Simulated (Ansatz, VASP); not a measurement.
# One calculation of Rh, two programs

The input INCAR:

```
SYSTEM = Rh
ALGO = Normal
EDIFF = 1E-7
ENCUT = 520
GGA = PE
ISIF = 2
ISMEAR = -1
ISPIN = 2
LASPH = .True.
LCHARG = .False.
LMAXMIX = 4
LORBIT = 11
LREAL = .False.
LWAVE = .False.
MAGMOM = 1
NBANDS = 18
NELM = 150
PREC = Accurate
SIGMA = 0.1
```

KPOINTS

```
k-points
0
Gamma
  7 7 7
  0 0 0
```

Contents of POSCAR:

```
Rh
1.0
    0.0000000000      1.9152218604      1.9152218604
    1.9152218604      0.0000000000      1.9152218604
    1.9152218604      1.9152218604      0.0000000000
Rh
1
Direct
    0.0000000000      0.0000000000      0.0000000000
```

Input for Ansatz:

```yaml
crystal:
  lattice:
    - [0.0, 1.9152218604, 1.9152218604]
    - [1.9152218604, 0.0, 1.9152218604]
    - [1.9152218604, 1.9152218604, 0.0]
  atoms:
    - { symbol: Rh, position: [0.0, 0.0, 0.0], spin: 1.0 }
hamiltonian:
  xc: pbe
  pseudopotentials:
    kind: paw
    azcp:
      Rh: "pseudopotentials/Rh.paw.azcp"
basis:
  ecutwfc: 420
  fft_grid_basis: typed
kpoints:
  mp_grid: { grid: [7, 7, 7], shift: [0, 0, 0] }
magnetization:
  spin_polarized: true
scf:
  occupations: { method: fermi_dirac, width: 0.1 }
```

Alike in both runs: task single point; functional PBE; k mesh 7 × 7 × 7; occupations fermi-dirac, width 0.1 eV; collinear spin.

|  | VASP | Ansatz |
| --- | --- | --- |
| version | VASP 6.6.1 | Ansatz 0.2.0 |
| potentials or method | VASP PAW PBE potentials, release 64 (Rh_pv), cutoff 520 eV | plane waves (420 eV) with PAW, scalar-relativistic |
| valence electrons in the cell | 15 | 17 |

|  | VASP | Ansatz | Ansatz less VASP |
| --- | --- | --- | --- |
| net moment per atom (μB) | 0.00 | 0.00 | -0.001 |

VASP's potentials hold 15 valence electrons a cell and Ansatz's 17, so a difference there can come from the potentials and not from the codes. Ansatz's warnings: seeded moment not kept.

The k mesh is coarse, so the values compare programs but aren't converged.
